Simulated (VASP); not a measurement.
# B (Pm-3m) in VASP: further runs

Runs on B. Level: PBEsol. Tasks: single point.

Program: VASP 6.6.1. These are calculated values, not measurements. Logs are shortened: lines on timing, memory, paths and dates and some standing lists are left out, and cuts for length are marked.

**1. The cell of the first run**

It takes space group Pm-3m (No. 221, cubic). Conventional cell: a = 1.566 Å, b = 1.566 Å, c = 1.566 Å, α = 90.00°, β = 90.00°, γ = 90.00°. B (site symmetry m-3m) has 6 B at 1.57 Å within 2.1 Å.

**2. Single point, PBEsol (volume scaled by 0.58)**

INCAR

```
PREC = Accurate ; ENCUT = 500
EDIFF = 1E-6 ; ISMEAR = -1
SIGMA = 0.05 ; LREAL = False
LASPH = True ; NELM = 120
ALGO = Normal ; ISIF = 2
LWAVE = False ; LCHARG = False
GGA = PS ; NBANDS = 8
GGA_COMPAT = False
```

KPOINTS

```
Automatic mesh
0
Gamma
  20 20 20
```

POSCAR

```
B
1.0
    1.5662187231      0.0000000000      0.0000000000
    0.0000000000      1.5662187231      0.0000000000
    0.0000000000      0.0000000000      1.5662187231
B
1
Direct
    0.0000000000      0.0000000000      0.0000000000
```

Potentials or basis: VASP PAW PBE potentials, release 64 (B).

The run is started by

```console
$ cat potpaw_PBE.64/B/POTCAR > POTCAR
$ mpirun -np 1 vasp_std > vasp.out
```

OUTCAR:

```text
PREC = Accurate
   ENCUT = 500
   EDIFF = 1E-6
   ISMEAR = -1
   LREAL = False
   LASPH = True
   NELM = 120
   ISIF = 2
   GGA = PS

 ion  position               nearest neighbor table
   1  0.000  0.000  0.000-

  LATTYP: Found a simple cubic cell.
 ALAT       =     1.5662187231

  Lattice vectors:

 A1 = (   1.5662187231,   0.0000000000,   0.0000000000)
 A2 = (   0.0000000000,   1.5662187231,   0.0000000000)
 A3 = (   0.0000000000,   0.0000000000,   1.5662187231)

Analysis of symmetry for initial positions (statically):
=====================================================================
 Subroutine PRICEL returns:
 Original cell was already a primitive cell.

 Routine SETGRP: Setting up the symmetry group for a
 simple cubic supercell.

 Subroutine GETGRP returns: Found 48 space group operations
 (whereof 48 operations were pure point group operations)
 out of a pool of 48 trial point group operations.

The static configuration has the point symmetry O_h .

Analysis of symmetry for dynamics (positions and initial velocities):
=====================================================================
 Subroutine PRICEL returns:
 Original cell was already a primitive cell.

 Routine SETGRP: Setting up the symmetry group for a
 simple cubic supercell.

 Subroutine GETGRP returns: Found 48 space group operations
 (whereof 48 operations were pure point group operations)
 out of a pool of 48 trial point group operations.

The dynamic configuration has the point symmetry O_h .

 Subroutine INISYM returns: Found 48 space group operations
 (whereof 48 operations are pure point group operations),
 and found     1 'primitive' translations

----------------------------------------------------------------------------------------

                                     Primitive cell

  volume of cell :       3.8420

  direct lattice vectors                    reciprocal lattice vectors
     1.566218723  0.000000000  0.000000000     0.638480428  0.000000000  0.000000000
     0.000000000  1.566218723  0.000000000     0.000000000  0.638480428  0.000000000
     0.000000000  0.000000000  1.566218723     0.000000000  0.000000000  0.638480428

  length of vectors
     1.566218723  1.566218723  1.566218723     0.638480428  0.638480428  0.638480428

  position of ions in fractional coordinates (direct lattice)
[... 70 lines left out ...]
   ICHARG =      2    charge: 1-file 2-atom 10-const
   ISPIN  =      1    spin polarized calculation?
   LNONCOLLINEAR =      F non collinear calculations
   LSORBIT =      F    spin-orbit coupling
   LASPH  =      T    aspherical Exc in radial PAW
   ENCUT  =  500.0 eV  36.75 Ry    6.06 a.u.   2.86  2.86  2.86*2*pi/ulx,y,z
   NELM   =    120;   NELMIN=  2; NELMDL= -5     # of ELM steps
   EDIFF  = 0.1E-05   stopping-criterion for ELM
   LREAL  =      F    real-space projection
   EDIFFG = 0.1E-04   stopping-criterion for IOM
   NSW    =      0    number of steps for IOM
   IBRION =     -1    ionic relax: 0-MD 1-quasi-New 2-CG
   NFREE  =      0    steps in history (QN), initial steepest desc. (CG)
   ISIF   =      2    stress and relaxation
   ISYM   =      2    0-nonsym 1-usesym 2-fastsym
   POTIM  = 0.5000    time-step for ionic-motion
   TEBEG  =    0.0;   TEEND  =   0.0 temperature during run
   PSTRESS=    0.0 pullay stress
   NELECT =       3.0000    total number of electrons
   NUPDOWN=      -1.0000    fix difference up-down
   EMIN   =  10.00;   EMAX   =-10.00  energy-range for DOS
   EFERMI =   0.00;   METHOD = LEGACY
   ISMEAR =    -1;   SIGMA  =   0.05  broadening in eV -4-tet -1-fermi 0-gaus
   EFERMI_NEDOS =   21; number of points for ismear=-14 and -15
   IALGO  =     38    algorithm
   IMIX   =      4    mixing-type and parameters
     AMIX     =   0.40;   BMIX     =  1.00
     AMIX_MAG =   1.60;   BMIX_MAG =  1.00
  volume/ion in A,a.u.               =       3.84        25.93
  Fermi-wavevector in a.u.,A,eV,Ry     =   1.507519  2.848798 30.920790  2.272614
  Thomas-Fermi vector in A             =   2.618094
   LORBIT       =      0    0 simple, 1 ext, 2 COOP (PROOUT), +10 PAW based schemes
   GGA     = PS    functional components
   LHFCALC =     F    Hartree Fock is set to
   AEXX    =    0.0000 exact exchange contribution
   IVDW    =     0    specifies the selected vdW correction
   LEPSILON=     F    determine dielectric tensor
   LRPA    =     F    only Hartree local field effects (RPA)
 non-spin polarized calculation
  energy-cutoff  :      500.00
  volume of cell :        3.84
 maximum number of plane-waves:       104
 NGX is ok and might be reduce to    12
   NGX =  5   NGY =  5   NGZ =  5

 number of electron       3.0000000 magnetization

 Free energy of the ion-electron system (eV)
  ---------------------------------------------------
  ext. energy  EPLUGINS =         0.00000000
  ---------------------------------------------------
  free energy    TOTEN  =        -4.01258341 eV

  energy without entropy =       -4.01037646  energy(sigma->0) =       -4.01147993

 E-fermi :  13.5873     XC(G=0): -14.8706

 val. band max:       13.5628758413   @ k =   0.3500   0.2500   0.0000
 cond. band min:      13.5888861673   @ k =   0.3500   0.3000   0.0500
 fundamental gap:      0.0260103259
 Fermi energy:        13.5872849511

 k-point     1 :       0.0000    0.0000    0.0000
  band No.  band energies     occupation
      1      -8.2221      2.00000
      2      34.7139      0.00000
      3      34.7139      0.00000
      4      34.7139      0.00000
      5      46.2669      0.00000
      6      46.2669      0.00000
      7      64.7743      0.00000
      8      91.1403      0.00000
[... 243 lines left out ...]
 k-point    24 :       0.2000    0.1000    0.0000
  band No.  band energies     occupation
      1      -6.0389      2.00000
      2      22.2509      0.00000
      3      32.6941      0.00000
      4      36.9882      0.00000
      5      52.8371      0.00000
      6      59.3395      0.00000
      7      63.9728      0.00000
      8      76.4543      0.00000

 [... further k-points ...]
[... 5 lines left out ...]
  --------------------------------------------------------------------------------------
  -------------------------------------------------------------------------------------
  Total        8.1770159      8.1770159      8.1770159      0.0000000      0.0000000     -0.0000000
  in kB     3409.9514159   3409.9514159   3409.9514159      0.0000000      0.0000000     -0.0000000
  external PRESSURE =    3409.9514159 kB  Pullay stress =       0.0000000 kB

 VOLUME and BASIS-vectors are now :
 -----------------------------------------------------------------------------
  energy-cutoff  :      500.00
  volume of cell :        3.84
      direct lattice vectors                 reciprocal lattice vectors
     1.566218723  0.000000000  0.000000000     0.638480428  0.000000000  0.000000000
     0.000000000  1.566218723  0.000000000     0.000000000  0.638480428  0.000000000
     0.000000000  0.000000000  1.566218723     0.000000000  0.000000000  0.638480428

 POSITION                                       TOTAL-FORCE (eV/Angst)
 -----------------------------------------------------------------------------------
      0.00000      0.00000      0.00000         0.000000      0.000000      0.000000
 -----------------------------------------------------------------------------------
    total drift:                                0.000000     -0.000000     -0.000000

  FREE ENERGIE OF THE ION-ELECTRON SYSTEM (eV)
  ---------------------------------------------------
  free  energy   TOTEN  =        -4.0125834090 eV

  energy  without entropy=       -4.0103764578  energy(sigma->0) =       -4.01147993
```

stdout:

```text
POSCAR found type information on POSCAR B
 POSCAR found :  1 types and       1 ions
 scaLAPACK will be used
 -----------------------------------------------------------------------------
|                                                                             |
|                                                                             |
|     You enforced a specific xc type in the INCAR file but a different       |
|     I HOPE YOU KNOW WHAT YOU ARE DOING!                                     |
|                                                                             |
 -----------------------------------------------------------------------------

 LDA part: xc-table for (Slater+PW92), standard interpolation
 POSCAR, INCAR and KPOINTS ok, starting setup
 FFT: planning ... GRIDC
 FFT: planning ... GRID_SOFT
 FFT: planning ... GRID
 WAVECAR not read
 entering main loop
```

Run time: 4.3 s. Hardware: 1 thread of Intel Xeon 6975P-C, shared host; peak memory 0.11 GiB.

Results:

| Quantity | Value |
| --- | --- |
| Free energy | -4.0126 eV |
| Pressure | 341.0 GPa |

Caveat: the cell differs from its parent crystal (volume scaled by 0.58); the PAW data sets were made with another functional, which shifts forces and pressure a little.

**3. Single point, PBEsol (volume scaled by 0.68)**

INCAR

```
ALGO = Normal ; EDIFF = 1E-6
ENCUT = 500 ; GGA = PS
GGA_COMPAT = F ; ISIF = 2
ISMEAR = -1 ; LASPH = T
LCHARG = F ; LREAL = F
LWAVE = F ; NBANDS = 8
NELM = 120 ; PREC = Accurate
SIGMA = 0.05
```

KPOINTS

```
k-points
0
Gamma
  20 20 20
```

POSCAR

```
B
1.0
    1.6515030664      0.0000000000      0.0000000000
    0.0000000000      1.6515030664      0.0000000000
    0.0000000000      0.0000000000      1.6515030664
B
1
Direct
    0.0000000000      0.0000000000      0.0000000000
```

Potentials or basis: VASP PAW PBE potentials, release 64 (B).

The run is started by

```console
$ cat potpaw_PBE.64/B/POTCAR > POTCAR
$ mpirun -np 1 vasp_std > vasp.out
```

Run time: 7.9 s. Hardware: 1 thread of Intel Xeon 6975P-C, shared host; peak memory 0.11 GiB.

It converged, with:

```yaml
Free_energy: -5.0686 eV
Pressure: 184.1 GPa
```

Levels at points of the mesh, in eV from the Fermi level:
```csv
k point,band 1,band 2,band 3,band 4,band 5,band 6,band 7
"(0.00, 0.00, 0.00)",-19.93,18.69,18.69,18.69,29.87,29.87,45.22
"(0.50, 0.00, 0.00)",-11.79,-6.32,24.58,24.58,38.65,39.87,45.87
"(0.50, 0.50, 0.00)",-2.90,-2.90,8.35,9.05,29.41,52.06,52.06
"(0.50, 0.50, 0.50)",4.82,4.82,4.82,19.65,19.65,19.65,25.01
```

Caveat: the cell differs from its parent crystal (volume scaled by 0.68); the PAW data sets were made with another functional, which shifts forces and pressure a little.

**4. Single point, PBEsol**

This run uses another cell than the first one, of 5.17 Å³/atom, 1.345 times its volume.

INCAR

```
  PREC = Accurate
  ENCUT = 500
  EDIFF = 1E-6
  ISMEAR = -1
  SIGMA = 0.05
  LREAL = False
  LASPH = True
  NELM = 120
  ALGO = Normal
  ISIF = 2
  LWAVE = False
  LCHARG = False
  GGA = PS
  NBANDS = 8
  GGA_COMPAT = False
```

KPOINTS

```
Automatic mesh
0
Gamma
  20 20 20
  0.5 0.5 0.5
```

POSCAR

```
B
1.0
    1.7287861758      0.0000000000      0.0000000000
    0.0000000000      1.7287861758      0.0000000000
    0.0000000000      0.0000000000      1.7287861758
B
1
Direct
    0.0000000000      0.0000000000      0.0000000000
```

The run is started by

```console
$ cat potpaw_PBE.64/B/POTCAR > POTCAR
$ mpirun -np 1 vasp_std > vasp.out
```

Wall time 5.6 s (1 thread of Intel Xeon 6975P-C, shared host); peak memory 0.11 GiB.

Results (log left out):

```
Free energy : -5.6311 eV
Pressure    : 93.0 GPa
```

Levels at points of the mesh, in eV from the Fermi level:
```
           k point  band 1  band 2  band 3  band 4  band 5
(0.03, 0.03, 0.03)  -18.47   16.23   16.23   16.67   28.13
```

Caveat: the PAW data sets were made with another functional, which shifts forces and pressure a little.

**5. Summary**

| cell | k mesh | gap on the mesh (eV) | pressure (GPa) |
| --- | --- | --- | --- |
| a = 1.566 Å, 1 atom | 20 × 20 × 20 | none | 341.0 |
| a = 1.652 Å, 1 atom | 20 × 20 × 20 | none | 184.1 |
| a = 1.729 Å, 1 atom | 20 × 20 × 20, shifted | none | 93.0 |

Alike in all rows: task single point; level PBEsol; potentials or basis VASP PAW PBE potentials, release 64 (B); no spin polarisation; cutoff (eV) 500; smearing fermi-dirac 0.05 eV.

Caveats: the PAW data sets were made with another functional, which shifts forces and pressure a little.

Total energies depend on the potentials used, so only differences within one code and one set of settings carry meaning.
